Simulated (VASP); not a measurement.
# Nb (Im-3m) in VASP: single point with PBEsol

Aim: the single point of Nb with PBEsol.

Program: VASP 6.6.1. These are calculated values, not measurements. Logs are shortened: lines on timing, memory, paths and dates and some standing lists are left out, and cuts for length are marked.

## (1) The cell of the first run

The structure is cubic, space group Im-3m (No. 229). The conventional cell has a = 3.273 Å, b = 3.273 Å, c = 3.273 Å, α = 90.00°, β = 90.00°, γ = 90.00°. Within 3.7 Å of Nb (site symmetry m-3m) lie 14 Nb at 2.83 to 3.27 Å.

## (2) Single point, PBEsol

INCAR reads:

```
PREC = Accurate
ENCUT = 520
EDIFF = 1E-6
ISMEAR = -1
SIGMA = 0.1
LREAL = False
LASPH = True
NELM = 100
ALGO = Normal
ISIF = 2
LWAVE = False
LCHARG = False
GGA = PS
NBANDS = 12
```

KPOINTS reads:

```
Automatic mesh
0
Gamma
  24 24 24
```

POSCAR reads:

```
Nb
1.0
   -1.6364152803      1.6364152803      1.6364152803
    1.6364152803     -1.6364152803      1.6364152803
    1.6364152803      1.6364152803     -1.6364152803
Nb
1
Direct
    0.0000000000      0.0000000000      0.0000000000
```

Potentials or basis: VASP PAW PBE potentials, release 64 (Nb_sv).

The run is started by

```
$ cat potpaw_PBE.64/Nb_sv/POTCAR > POTCAR
$ mpirun -np 1 vasp_std > vasp.out
```

OUTCAR:

```text
PREC = Accurate
   ENCUT = 520
   EDIFF = 1E-6
   ISMEAR = -1
   LREAL = False
   LASPH = True
   NELM = 100
   ISIF = 2
   GGA = PS

 ion  position               nearest neighbor table
   1  0.000  0.000  0.000-

  LATTYP: Found a body centered cubic cell.
 ALAT       =     3.2728305606

  Lattice vectors:

 A1 = (  -1.6364152803,   1.6364152803,   1.6364152803)
 A2 = (   1.6364152803,  -1.6364152803,   1.6364152803)
 A3 = (   1.6364152803,   1.6364152803,  -1.6364152803)

Analysis of symmetry for initial positions (statically):
=====================================================================
 Subroutine PRICEL returns:
 Original cell was already a primitive cell.

 Routine SETGRP: Setting up the symmetry group for a
 body centered cubic supercell.

 Subroutine GETGRP returns: Found 48 space group operations
[... 9 lines left out ...]

 Routine SETGRP: Setting up the symmetry group for a
 body centered cubic supercell.

 Subroutine GETGRP returns: Found 48 space group operations
[... 11 lines left out ...]
                                     Primitive cell

  volume of cell :      17.5283

  direct lattice vectors                    reciprocal lattice vectors
    -1.636415280  1.636415280  1.636415280     0.000000000  0.305545912  0.305545912
     1.636415280 -1.636415280  1.636415280     0.305545912  0.000000000  0.305545912
     1.636415280  1.636415280 -1.636415280     0.305545912  0.305545912  0.000000000

  length of vectors
     2.834354408  2.834354408  2.834354408     0.432107173  0.432107173  0.432107173

  position of ions in fractional coordinates (direct lattice)
     0.000000000  0.000000000  0.000000000

  ion indices of the primitive-cell ions
   primitive index   ion index
                 1           1

----------------------------------------------------------------------------------------

 KPOINTS: Automatic mesh

Automatic generation of k-mesh.
 Grid dimensions read from file:
 generate k-points for:   24   24   24

 Generating k-lattice:

  Cartesian coordinates                     Fractional coordinates (reciprocal lattice)
     0.000000000  0.012731080  0.012731080     0.041666667  0.000000000  0.000000000
     0.012731080  0.000000000  0.012731080     0.000000000  0.041666667  0.000000000
     0.012731080  0.012731080  0.000000000     0.000000000  0.000000000  0.041666667

  Length of vectors
     0.018004466  0.018004466  0.018004466

  Shift w.r.t. Gamma in fractional coordinates (k-lattice)
     0.000000000  0.000000000  0.000000000

 Subroutine IBZKPT returns following result:
 ===========================================

 Found    413 irreducible k-points:

 Following reciprocal coordinates:
            Coordinates               Weight
  0.000000  0.000000  0.000000      1.000000
  0.041667  0.000000  0.000000     12.000000
  0.083333  0.000000  0.000000     12.000000
  0.125000  0.000000  0.000000     12.000000
  0.166667  0.000000  0.000000     12.000000
  0.208333  0.000000  0.000000     12.000000
[... 16 lines left out ...]
  0.416667  0.041667  0.000000     48.000000
  0.458333  0.041667  0.000000     48.000000
 [... further k-points ...]
   k-points           NKPTS =    413   k-points in BZ     NKDIM =    413   number of bands    NBANDS=     12
   number of dos      NEDOS =    301   number of ions     NIONS =      1
   total plane-waves  NPLWV =  13824
   dimension x,y,z NGX =    24 NGY =   24 NGZ =   24
   dimension x,y,z NGXF=    48 NGYF=   48 NGZF=   48
   ions per type =               1
   NGX,Y,Z   is equivalent  to a cutoff of  14.08, 14.08, 14.08 a.u.
   NGXF,Y,Z  is equivalent  to a cutoff of  28.15, 28.15, 28.15 a.u.
 SYSTEM =  unknown system
   PREC   = accura    normal or accurate (medium, high low for compatibility)
   ISTART =      0    job   : 0-new  1-cont  2-samecut
   ICHARG =      2    charge: 1-file 2-atom 10-const
   ISPIN  =      1    spin polarized calculation?
   LNONCOLLINEAR =      F non collinear calculations
   LSORBIT =      F    spin-orbit coupling
   LASPH  =      T    aspherical Exc in radial PAW
   ENCUT  =  520.0 eV  38.22 Ry    6.18 a.u.   5.27  5.27  5.27*2*pi/ulx,y,z
   NELM   =    100;   NELMIN=  2; NELMDL= -5     # of ELM steps
   EDIFF  = 0.1E-05   stopping-criterion for ELM
   LREAL  =      F    real-space projection
   EDIFFG = 0.1E-04   stopping-criterion for IOM
   NSW    =      0    number of steps for IOM
   IBRION =     -1    ionic relax: 0-MD 1-quasi-New 2-CG
   NFREE  =      0    steps in history (QN), initial steepest desc. (CG)
   ISIF   =      2    stress and relaxation
   ISYM   =      2    0-nonsym 1-usesym 2-fastsym
   POTIM  = 0.5000    time-step for ionic-motion
   TEBEG  =    0.0;   TEEND  =   0.0 temperature during run
   PSTRESS=    0.0 pullay stress
   NELECT =      13.0000    total number of electrons
   NUPDOWN=      -1.0000    fix difference up-down
   EMIN   =  10.00;   EMAX   =-10.00  energy-range for DOS
   EFERMI =   0.00;   METHOD = LEGACY
   ISMEAR =    -1;   SIGMA  =   0.10  broadening in eV -4-tet -1-fermi 0-gaus
   EFERMI_NEDOS =   21; number of points for ismear=-14 and -15
   IALGO  =     38    algorithm
   IMIX   =      4    mixing-type and parameters
     AMIX     =   0.40;   BMIX     =  1.00
     AMIX_MAG =   1.60;   BMIX_MAG =  1.00
  volume/ion in A,a.u.               =      17.53       118.29
  Fermi-wavevector in a.u.,A,eV,Ry     =   1.481867  2.800322 29.877420  2.195928
  Thomas-Fermi vector in A             =   2.595724
   LORBIT       =      0    0 simple, 1 ext, 2 COOP (PROOUT), +10 PAW based schemes
   GGA     = PS    functional components
   LHFCALC =     F    Hartree Fock is set to
   AEXX    =    0.0000 exact exchange contribution
   IVDW    =     0    specifies the selected vdW correction
   LEPSILON=     F    determine dielectric tensor
   LRPA    =     F    only Hartree local field effects (RPA)
 non-spin polarized calculation
  energy-cutoff  :      520.00
  volume of cell :       17.53
 maximum number of plane-waves:       490
 NGX is ok and might be reduce to    24
   NGX = 11   NGY = 11   NGZ = 11

 number of electron      13.0000001 magnetization

 Free energy of the ion-electron system (eV)
  ---------------------------------------------------
  ext. energy  EPLUGINS =         0.00000000
  ---------------------------------------------------
  free energy    TOTEN  =       -10.97654227 eV

  energy without entropy =      -10.92975646  energy(sigma->0) =      -10.95314937

 E-fermi :  11.4452     XC(G=0): -12.7707

 val. band max:       11.4440234083   @ k =  -0.2083   0.2083   0.1667
 cond. band min:      11.4452561774   @ k =   0.0833   0.0417   0.0417
 fundamental gap:      0.0012327691
 Fermi energy:        11.4452141561

 k-point     1 :       0.0000    0.0000    0.0000
  band No.  band energies     occupation
      1     -42.8047      2.00000
      2     -18.0589      2.00000
      3     -18.0589      2.00000
      4     -18.0589      2.00000
      5       5.4060      2.00000
      6      11.7868      0.06359
      7      11.7868      0.06359
      8      11.7868      0.06359
      9      14.7885      0.00000
     10      14.7885      0.00000
     11      25.7134      0.00000
     12      25.7134      0.00000

 k-point     2 :       0.0417    0.0000    0.0000
  band No.  band energies     occupation
      1     -42.8001      2.00000
      2     -18.0866      2.00000
      3     -18.0673      2.00000
      4     -18.0592      2.00000
      5       5.4811      2.00000
      6      11.7397      0.09998
      7      11.7767      0.07014
      8      11.8584      0.03160
      9      14.7116      0.00000
     10      14.7881      0.00000
     11      25.7778      0.00000
     12      25.8430      0.00000

 k-point     3 :       0.0833    0.0000    0.0000
  band No.  band energies     occupation
      1     -42.7867      2.00000
      2     -18.1671      2.00000
      3     -18.0915      2.00000
      4     -18.0599      2.00000
      5       5.7004      2.00000
      6      11.6049      0.33697
      7      11.7379      0.10164
      8      12.0716      0.00380
      9      14.5210      0.00000
     10      14.7892      0.00000
     11      25.9533      0.00000
     12      26.2240      0.00000

 k-point     4 :       0.1250    0.0000    0.0000
  band No.  band energies     occupation
      1     -42.7652      2.00000
      2     -18.2934      2.00000
      3     -18.1299      2.00000
      4     -18.0611      2.00000
      5       6.0458      2.00000
      6      11.4000      1.22210
      7      11.6519      0.22470
      8      12.4219      0.00011
      9      14.3116      0.00000
     10      14.7981      0.00000
     11      26.1819      0.00000
     12      26.8366      0.00000

 k-point     5 :       0.1667    0.0000    0.0000
  band No.  band energies     occupation
      1     -42.7370      2.00000
      2     -18.4553      2.00000
      3     -18.1796      2.00000
      4     -18.0627      2.00000
      5       6.4834      2.00000
      6      11.1487      1.90194
      7      11.5132      0.67270
      8      12.9017      0.00000
      9      14.1781      0.00000
     10      14.8228      0.00000
     11      26.3494      0.00000
     12      27.6548      0.00000

 k-point     6 :       0.2083    0.0000    0.0000
  band No.  band energies     occupation
      1     -42.7040      2.00000
      2     -18.6401      2.00000
      3     -18.2368      2.00000
      4     -18.0645      2.00000
      5       6.9574      2.00000
      6      10.8750      1.99334
      7      11.3665      1.37428
      8      13.4995      0.00000
      9      14.1648      0.00000
     10      14.8704      0.00000
     11      26.2976      0.00000
     12      27.9657      0.00000

 k-point     7 :       0.2500    0.0000    0.0000
  band No.  band energies     occupation
      1     -42.6683      2.00000
      2     -18.8342      2.00000
      3     -18.2975      2.00000
      4     -18.0665      2.00000
      5       7.3830      2.00000
      6      10.6008      1.99957
      7      11.3157      1.56995
      8      14.1994      0.00000
      9      14.2592      0.00000
     10      14.9458      0.00000
     11      25.9375      0.00000
     12      27.7139      0.00000

 k-point     8 :       0.2917    0.0000    0.0000
  band No.  band energies     occupation
      1     -42.6324      2.00000
      2     -19.0243      2.00000
      3     -18.3576      2.00000
      4     -18.0686      2.00000
      5       7.6646      2.00000
      6      10.3435      1.99997
      7      11.4768      0.84321
      8      14.4218      0.00000
      9      14.9781      0.00000
     10      15.0488      0.00000
     11      25.3496      0.00000
     12      27.0372      0.00000
[... 166 lines left out ...]
 k-point    20 :       0.2917    0.0417    0.0000
  band No.  band energies     occupation
      1     -42.6132      2.00000
      2     -19.1148      2.00000
      3     -18.3894      2.00000
      4     -18.0799      2.00000
      5       7.7909      2.00000
      6      10.2326      1.99999
      7      11.5663      0.45921
      8      14.4363      0.00000
      9      15.1816      0.00000
     10      15.4893      0.00000
     11      25.0763      0.00000
     12      26.6267      0.00000

 k-point    21 :       0.3333    0.0417    0.0000
  band No.  band energies     occupation
      1     -42.5818      2.00000
      2     -19.2728      2.00000
      3     -18.4427      2.00000
      4     -18.0818      2.00000
      5       7.8166      2.00000
      6      10.0287      2.00000
      7      12.0646      0.00408
      8      14.6336      0.00000
      9      15.3050      0.00000
     10      16.3179      0.00000
     11      24.4247      0.00000
     12      25.7446      0.00000

 k-point    22 :       0.3750    0.0417    0.0000
  band No.  band energies     occupation
      1     -42.5560      2.00000
      2     -19.4000      2.00000
      3     -18.4859      2.00000
      4     -18.0834      2.00000
      5       7.7550      2.00000
      6       9.8693      2.00000
      7      12.6673      0.00001
      8      14.7839      0.00000
      9      15.4364      0.00000
     10      17.1023      0.00000
     11      23.8683      0.00000
     12      24.9130      0.00000

 k-point    23 :       0.4167    0.0417    0.0000
  band No.  band energies     occupation
      1     -42.5377      2.00000
      2     -19.4890      2.00000
      3     -18.5163      2.00000
      4     -18.0846      2.00000
      5       7.6795      2.00000
      6       9.7601      2.00000
      7      13.2316      0.00000
      8      14.8398      0.00000
      9      15.5653      0.00000
     10      17.7441      0.00000
     11      23.4656      0.00000
     12      24.2566      0.00000

 k-point    24 :       0.4583    0.0417    0.0000
  band No.  band energies     occupation
      1     -42.5282      2.00000
      2     -19.5348      2.00000
      3     -18.5319      2.00000
      4     -18.0852      2.00000
      5       7.6325      2.00000
      6       9.7046      2.00000
      7      13.5993      0.00000
      8      14.8180      0.00000
      9      15.6519      0.00000
     10      18.1168      0.00000
     11      23.2540      0.00000
     12      23.8897      0.00000

 [... further k-points ...]
[... 5 lines left out ...]
  --------------------------------------------------------------------------------------
  -------------------------------------------------------------------------------------
  Total       -0.0335272     -0.0335272     -0.0335272     -0.0000000      0.0000000      0.0000000
  in kB       -3.0645541     -3.0645541     -3.0645541     -0.0000000      0.0000000      0.0000000
  external PRESSURE =      -3.0645541 kB  Pullay stress =       0.0000000 kB

 VOLUME and BASIS-vectors are now :
 -----------------------------------------------------------------------------
  energy-cutoff  :      520.00
  volume of cell :       17.53
      direct lattice vectors                 reciprocal lattice vectors
    -1.636415280  1.636415280  1.636415280     0.000000000  0.305545912  0.305545912
     1.636415280 -1.636415280  1.636415280     0.305545912  0.000000000  0.305545912
     1.636415280  1.636415280 -1.636415280     0.305545912  0.305545912  0.000000000

 POSITION                                       TOTAL-FORCE (eV/Angst)
 -----------------------------------------------------------------------------------
      0.00000      0.00000      0.00000        -0.000000      0.000000     -0.000000
 -----------------------------------------------------------------------------------
    total drift:                               -0.000000     -0.000000      0.000000

  FREE ENERGIE OF THE ION-ELECTRON SYSTEM (eV)
  ---------------------------------------------------
  free  energy   TOTEN  =       -10.9765422720 eV

  energy  without entropy=      -10.9297564613  energy(sigma->0) =      -10.95314937
```

It took 68 s on 1 thread of AMD EPYC 7R43 (Zen 3), shared host; peak memory 0.17 GiB.

What came out:

```
Free energy : -10.9765 eV
Pressure    : -0.3 GPa
```

Caveat: the PAW data sets were made with another functional, which shifts forces and pressure a little.
